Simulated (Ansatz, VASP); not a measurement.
Cu: VASP beside Ansatz

The input INCAR:

```
PREC = Accurate
ENCUT = 600
EDIFF = 1E-7
ISMEAR = -1
SIGMA = 0.1
LREAL = False
LASPH = True
NELM = 80
ALGO = Normal
ISIF = 3
LWAVE = False
LCHARG = False
GGA = PE
IBRION = 2
NSW = 80
EDIFFG = -0.01
```

KPOINTS

```
Automatic mesh
0
Gamma
  15 15 15
```

Contents of POSCAR:

```
Cu
1.0
    0.0000000000      1.8074800000      1.8074800000
    1.8074800000      0.0000000000      1.8074800000
    1.8074800000      1.8074800000      0.0000000000
Cu
1
Direct
    0.0000000000      0.0000000000      0.0000000000
```

Input for Ansatz:

```yaml
crystal:
  lattice:
    - [0.0, 1.80748, 1.80748]
    - [1.80748, 0.0, 1.80748]
    - [1.80748, 1.80748, 0.0]
  atoms:
    - { symbol: Cu, position: [0.0, 0.0, 0.0] }
hamiltonian:
  xc: pbe
  pseudopotentials:
    kind: paw
    azcp:
      Cu: "pseudopotentials/Cu.paw.azcp"
basis:
  ecutwfc: 420
  fft_grid_basis: typed
kpoints:
  mp_grid: { grid: [15, 15, 15], shift: [0, 0, 0] }
magnetization:
  spin_polarized: false
scf:
  occupations: { method: fermi_dirac, width: 0.1 }
relax:
  max_steps: 60
  f_tol: 0.01
  cell: {}
```

Alike in both runs: task relaxation of cell and atoms; functional PBE; k mesh 15 × 15 × 15; occupations fermi-dirac, width 0.1 eV; no spin polarisation.

```csv
,VASP,Ansatz
version,VASP 6.6.1,Ansatz 0.2.0
potentials or method,"VASP PAW PBE potentials, release 64 (Cu), cutoff 600 eV","plane waves (420 eV) with PAW, scalar-relativistic"
valence electrons in the cell,11,19
```

```tsv
	VASP	Ansatz	Ansatz less VASP
relaxed volume (Å³/atom)	12.00	11.95	-0.050
relaxed length of the cell vector where the two differ most in proportion (Å)	2.570	2.566	-0.0036
```

VASP's potentials hold 11 valence electrons a cell and Ansatz's 19, so a difference there can come from the potentials and not from the codes.
